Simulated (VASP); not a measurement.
# Si in VASP: further runs

The runs below take Si through single point, with PBEsol.

All numbers are computed with VASP 6.6.1; they aren't measurements. Logs are shortened: lines on timing, memory, paths and dates and some standing lists are left out, and cuts for length are marked.

## (1) The cell of the first run

The cell holds a slab with vacuum, 4 atoms: a = 3.842 Å, b = 5.434 Å, c = 17.921 Å, α = 90.00°, β = 90.00°, γ = 90.00°.

## (2) Single point, PBEsol

The input, INCAR:

```
SYSTEM = Si
PREC = Accurate
ENCUT = 520
EDIFF = 1E-6
ISMEAR = -1
SIGMA = 0.02
LREAL = .FALSE.
LASPH = .TRUE.
NELM = 100
ALGO = Normal
ISIF = 2
LWAVE = .FALSE.
LCHARG = .FALSE.
LDIPOL = .TRUE.
IDIPOL = 3
DIPOL = 0.5 0.5 0.500
GGA = PS
NBANDS = 16
```

The input, KPOINTS:

```
Automatic mesh
0
G
  7 5 1
  0 0 0
```

The input, POSCAR:

```
Si
1.0
    3.8424174448      0.0000000000      0.0000000000
    0.0000000000      5.4339988627      0.0000000000
    0.0000000000      0.0000000000     17.9212000000
Si
4
Direct
    0.0000000000      0.3750000000      0.4463984353
    0.5000000000      0.1250000000      0.4463984353
    0.5000000000      0.8750000000      0.5536015647
    0.0000000000      0.6250000000      0.5536015647
```

Potentials or basis: VASP PAW PBE potentials, release 64 (Si).

Launch:

```
cat potpaw_PBE.64/Si/POTCAR > POTCAR
mpirun -np 1 vasp_std > vasp.out
```

OUTCAR:

```text
SYSTEM = Si
   PREC = Accurate
   ENCUT = 520
   EDIFF = 1E-6
   ISMEAR = -1
   LREAL = .FALSE.
   LASPH = .TRUE.
   NELM = 100
   ISIF = 2
   GGA = PS

 ion  position               nearest neighbor table
   1  0.000  0.375  0.446-   2 2.35   2 2.35   4 2.35
   2  0.500  0.125  0.446-   1 2.35   1 2.35   3 2.35
   3  0.500  0.875  0.554-   4 2.35   4 2.35   2 2.35
   4  0.000  0.625  0.554-   3 2.35   3 2.35   1 2.35

  LATTYP: Found a simple orthorhombic cell.
 ALAT       =     3.8424174448
 B/A-ratio  =     1.4142135624
 C/A-ratio  =     4.6640429515

  Lattice vectors:

 A1 = (   3.8424174448,   0.0000000000,   0.0000000000)
 A2 = (   0.0000000000,   5.4339988627,   0.0000000000)
 A3 = (   0.0000000000,   0.0000000000,  17.9212000000)

Analysis of symmetry for initial positions (statically):
=====================================================================
 Subroutine PRICEL returns:
 Original cell was already a primitive cell.

 Routine SETGRP: Setting up the symmetry group for a
 simple orthorhombic supercell.

 Subroutine GETGRP returns: Found  8 space group operations
 (whereof  4 operations were pure point group operations)
 out of a pool of  8 trial point group operations.

The static configuration has the point symmetry C_2h.
 The point group associated with its full space group is D_2h.

Analysis of symmetry for dynamics (positions and initial velocities):
=====================================================================
 Subroutine PRICEL returns:
 Original cell was already a primitive cell.

 Routine SETGRP: Setting up the symmetry group for a
 simple orthorhombic supercell.

 Subroutine GETGRP returns: Found  8 space group operations
 (whereof  4 operations were pure point group operations)
 out of a pool of  8 trial point group operations.

The dynamic configuration has the point symmetry C_2h.
 The point group associated with its full space group is D_2h.

 Subroutine INISYM returns: Found  8 space group operations
 (whereof  4 operations are pure point group operations),
 and found     1 'primitive' translations

----------------------------------------------------------------------------------------

                                     Primitive cell

  volume of cell :     374.1891

  direct lattice vectors                    reciprocal lattice vectors
     3.842417445  0.000000000  0.000000000     0.260252826  0.000000000  0.000000000
[... 86 lines left out ...]
   TEBEG  =    0.0;   TEEND  =   0.0 temperature during run
   PSTRESS=    0.0 pullay stress
   NELECT =      16.0000    total number of electrons
   NUPDOWN=      -1.0000    fix difference up-down
   EMIN   =  10.00;   EMAX   =-10.00  energy-range for DOS
   EFERMI =   0.00;   METHOD = LEGACY
   ISMEAR =    -1;   SIGMA  =   0.02  broadening in eV -4-tet -1-fermi 0-gaus
   EFERMI_NEDOS =   21; number of points for ismear=-14 and -15
   IALGO  =     38    algorithm
   IMIX   =      4    mixing-type and parameters
     AMIX     =   0.40;   BMIX     =  1.00
     AMIX_MAG =   1.60;   BMIX_MAG =  1.00
  volume/ion in A,a.u.               =      93.55       631.29
  Fermi-wavevector in a.u.,A,eV,Ry     =   0.572468  1.081807  4.458894  0.327719
  Thomas-Fermi vector in A             =   1.613353
   LORBIT       =      0    0 simple, 1 ext, 2 COOP (PROOUT), +10 PAW based schemes
   GGA     = PS    functional components
   LHFCALC =     F    Hartree Fock is set to
   AEXX    =    0.0000 exact exchange contribution
   IVDW    =     0    specifies the selected vdW correction
   LEPSILON=     F    determine dielectric tensor
   LRPA    =     F    only Hartree local field effects (RPA)
 non-spin polarized calculation
  energy-cutoff  :      520.00
  volume of cell :      374.19
 maximum number of plane-waves:     10120
 NGX is ok and might be reduce to    30
   NGX = 15   NGY = 21   NGZ = 67

 dipolmoment           0.000000      0.000000      0.000000 electrons x Angstroem

 number of electron      15.9999999 magnetization

 dipolmoment           0.000000      0.000000     -0.000000 electrons x Angstroem

 Free energy of the ion-electron system (eV)
  ---------------------------------------------------
  ext. energy  EPLUGINS =         0.00000000
  ---------------------------------------------------
  free energy    TOTEN  =       -19.03635205 eV

  energy without entropy =      -19.03552219  energy(sigma->0) =      -19.03593712

 E-fermi :  -2.5747     XC(G=0):  -2.9558

 val. band max:       -2.6581802308   @ k =   0.1429   0.4000   0.0000
 cond. band min:      -2.5096587823   @ k =   0.4286   0.0000   0.0000
 fundamental gap:      0.1485214485
 Fermi energy:        -2.5747259974

 k-point     1 :       0.0000    0.0000    0.0000
  band No.  band energies     occupation
      1     -12.9784      2.00000
      2     -10.7290      2.00000
      3      -8.4002      2.00000
      4      -5.1528      2.00000
      5      -4.5090      2.00000
      6      -4.2397      2.00000
[... 205 lines left out ...]
      3      -8.9056      2.00000
      4      -8.4645      2.00000
      5      -5.1518      2.00000
      6      -4.7459      2.00000
[... 8 lines left out ...]
     15       2.9629      0.00000
     16       3.5957      0.00000

------------------------ aborting loop because EDIFF is reached ----------------------------------------

 vacuum level on the upper side and lower side of the slab       (xc-potential included)        -0.093        -0.093

  FORCE on cell =-STRESS in cart. coord.  units (eV):
  Direction    XX          YY          ZZ          XY          YZ          ZX
  --------------------------------------------------------------------------------------
  -------------------------------------------------------------------------------------
  Total       -0.6601532     -1.8255862     -2.1724329      0.0000000      0.0000000      0.0000000
  in kB       -2.8265986     -7.8166697     -9.3017738      0.0000000      0.0000000      0.0000000
  external PRESSURE =      -6.6483474 kB  Pullay stress =       0.0000000 kB

 VOLUME and BASIS-vectors are now :
 -----------------------------------------------------------------------------
  energy-cutoff  :      520.00
  volume of cell :      374.19
      direct lattice vectors                 reciprocal lattice vectors
     3.842417445  0.000000000  0.000000000     0.260252826  0.000000000  0.000000000
     0.000000000  5.433998863  0.000000000     0.000000000  0.184026538  0.000000000
     0.000000000  0.000000000 17.921200000     0.000000000  0.000000000  0.055799835

 POSITION                                       TOTAL-FORCE (eV/Angst)
 -----------------------------------------------------------------------------------
      0.00000      2.03775      8.00000         0.000000     -0.082685      0.563918
      1.92121      0.67925      8.00000         0.000000      0.082685      0.563918
      1.92121      4.75475      9.92120         0.000000     -0.082685     -0.563918
      0.00000      3.39625      9.92120         0.000000      0.082685     -0.563918
 -----------------------------------------------------------------------------------
    total drift:                               -0.000000     -0.000000     -0.000000

  FREE ENERGIE OF THE ION-ELECTRON SYSTEM (eV)
  ---------------------------------------------------
  free  energy   TOTEN  =       -19.0363520473 eV

  energy  without entropy=      -19.0355221875  energy(sigma->0) =      -19.03593712

 vacuum level on the upper side and lower side of the slab         2.133         2.133
```

Wall time 74 s (1 thread of Intel Xeon 6975P-C (Granite Rapids), shared host); peak memory 0.4 GiB.

What came out:

* Free energy: -19.0364 eV
* Largest force: 0.570 eV/Å
* Band gap on the k mesh: 0.15 eV (least direct gap 0.30 eV)

Forces in eV/Å, atoms in the order of the input:
```
Si   0.000 -0.083  0.564
Si   0.000  0.083  0.564
Si   0.000 -0.083 -0.564
Si   0.000  0.083 -0.564
```

Levels at points of the mesh, in eV from the valence-band top:
```
           k point  band 6  band 7  band 8  band 9  band 10  band 11
(0.00, 0.00, 0.00)   -1.58   -1.19   -0.11    1.24     1.96     2.66
```

Caveat: the PAW data sets were made with another functional, which shifts forces and pressure a little.

## (3) Single point, PBEsol

The input, INCAR:

```
SYSTEM = Si
ALGO = Normal ; DIPOL = 0.5 0.5 0.500
EDIFF = 1E-6 ; ENCUT = 520
GGA = PS ; IDIPOL = 3
ISIF = 2 ; ISMEAR = -1
LASPH = .True. ; LCHARG = .False.
LDIPOL = .True. ; LREAL = .False.
LWAVE = .False. ; NBANDS = 16
NELM = 80 ; PREC = Accurate
SIGMA = 0.02
```

The input, KPOINTS:

```
k-points
0
Gamma
  7 5 1
  0 0 0
```

The input, POSCAR:

```
Si
1.0
    3.8424174448      0.0000000000      0.0000000000
    0.0000000000      5.4339988627      0.0000000000
    0.0000000000      0.0000000000     17.9212000000
Si
4
Direct
    0.0000000000      0.3670773233      0.4515308934
    0.5000000000      0.1329226767      0.4515308934
    0.5000000000      0.8670771925      0.5484691066
    0.0000000000      0.6329228075      0.5484691066
```

Potentials or basis: VASP PAW PBE potentials, release 64 (Si).

Launch:

```
cat potpaw_PBE.64/Si/POTCAR > POTCAR
mpirun -np 1 vasp_std > vasp.out
```

It took 81 s on 1 thread of Intel Xeon 6975P-C (Granite Rapids), shared host; peak memory 0.4 GiB.

Results (log left out):

```yaml
Free_energy: -19.1435 eV
Largest_force: 0.014 eV/Å
Band_gap_on_the_k_mesh: zero (bands 8 and 9 overlap by 0.11 eV)
```

Forces on the atoms (eV/Å):
```
Si   0.000  0.000 -0.014
Si   0.000  0.000 -0.014
Si   0.000  0.000  0.014
Si   0.000  0.000  0.014
```

Levels at points of the mesh, in eV from the Fermi level:
```
           k point  band 5  band 6  band 7  band 8  band 9  band 10  band 11  band 12
(0.00, 0.00, 0.00)   -2.36   -2.28   -1.11   -0.65    1.11     1.34     2.74     2.93
```

Caveat: the PAW data sets were made with another functional, which shifts forces and pressure a little.

## (4) Single point, PBEsol

The input, INCAR:

```
  PREC = Accurate
  ENCUT = 520
  EDIFF = 1E-7
  ISMEAR = -1
  SIGMA = 0.02
  LREAL = F
  LASPH = T
  NELM = 80
  ALGO = Normal
  ISIF = 2
  LWAVE = F
  LCHARG = F
  LDIPOL = T
  IDIPOL = 3
  DIPOL = 0.5 0.5 0.500
  GGA = PS
  NBANDS = 16
```

The input, KPOINTS:

```
Automatic mesh
0
Gamma
  7 5 1
```

POSCAR is that of step 3.

Launch:

```
cat potpaw_PBE.64/Si/POTCAR > POTCAR
mpirun -np 1 vasp_std > vasp.out
```

Wall time 82 s (1 thread of Intel Xeon 6975P-C (Granite Rapids), shared host); peak memory 0.4 GiB.

Results (log left out):

```
Free energy            : -19.1435 eV
Largest force          : 0.014 eV/Å
Band gap on the k mesh : zero (bands 8 and 9 overlap by 0.11 eV)
```

Forces in eV/Å, atoms in the order of the input:
```
Si   0.000  0.000 -0.014
Si   0.000  0.000 -0.014
Si   0.000  0.000  0.014
Si   0.000  0.000  0.014
```

Levels at points of the mesh, in eV from the Fermi level:
```
           k point  band 5  band 6  band 7  band 8  band 9  band 10  band 11  band 12
(0.00, 0.00, 0.00)   -2.36   -2.28   -1.11   -0.65    1.11     1.34     2.74     2.93
```

Caveat: the PAW data sets were made with another functional, which shifts forces and pressure a little.
